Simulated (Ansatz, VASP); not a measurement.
## Two plane-wave programs on CoO

```
CELL_PARAMETERS angstrom
1.58057 0.91254 2.53178
-1.58057 0.91254 2.53178
0.00000 -1.82508 2.53178
ATOMIC_POSITIONS crystal
Co 0.99898 0.99898 0.99898
O 0.75102 0.75102 0.75102
```

Alike in both runs: task single point; functional LDA; k mesh 10 × 10 × 10; occupations fermi-dirac, width 0.05 eV; collinear spin.

|  | VASP | Ansatz |
| --- | --- | --- |
| version | VASP 6.6.1 | Ansatz 0.2.0 |
| potentials or method | VASP PAW LDA potentials, release 64 (Co, O) | Ansatz PAW |
| plane-wave cutoff (eV) | 520 | 420 |
| valence electrons in the cell | 15 | 23 |

```tsv
	VASP	Ansatz	Ansatz less VASP
gap on the k mesh at the Fermi level (eV)	none	none	-
pressure (GPa)	-17.0	-13.1	+3.93
traceless stress, the component that is largest in VASP (GPa)	2.90	3.32	+0.423
rms of the force components (eV/Å)	0.144	0.143	-0.0010
net moment per atom (μB)	0.92	1.16	+0.246
size of the moment on the site where the two differ most (μB)	1.62	1.87	+0.253
```

The net moments are unlike, so the other rows may belong to different states. LDA's correlation is that of Perdew and Zunger in VASP and of Perdew and Wang (1992) in Ansatz. Site moments also hang on the region over which each program counts them. Atom by atom the forces differ by 0.001 eV/Å (rms over components). A gap of «none» marks a metal or a gap that the smearing closes. VASP's potentials hold 15 valence electrons a cell and Ansatz's 23, so a difference there can come from the potentials and not from the codes.
